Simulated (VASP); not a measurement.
Crystal: SiC (Moissanite 3C).

```
CELL_PARAMETERS angstrom
0.00000 2.17900 2.17900
2.17900 0.00000 2.17900
2.17900 2.17900 0.00000
ATOMIC_POSITIONS crystal
Si 0.00000 0.00000 0.00000
C 0.75000 0.75000 0.75000
```

Base run:

* Program: VASP 6.6.1
* Functional: BLYP
* Dispersion: D4
* Potentials or basis: VASP PAW PBE potentials, release 64 (Si, C)
* Cutoff: 600 eV
* k mesh: 10 × 10 × 10
* Occupations: fermi-dirac, width 0.05 eV
* Spin: no spin polarisation

Its results: band gap on the k mesh 1.70 eV, indirect (least direct gap 4.84 eV); pressure -0.4 GPa.

Q: After a change of settings the same cell gave: band gap on the k mesh 1.69 eV, indirect (least direct gap 5.03 eV); pressure -1.2 GPa. Which change was it?
A. functional from BLYP to revPBE; dispersion from D4 to D3(BJ)
B. functional from BLYP to r2SCAN; dispersion from D4 to rVV10; cutoff from 600 eV to 660 eV
C. functional from BLYP to PBE; dispersion from D4 to D3(BJ)
D. functional from BLYP to PBE exchange alone; dispersion from D4 to none

A: B.

Caveats: the PAW data sets were made with another functional, which shifts forces and pressure a little.
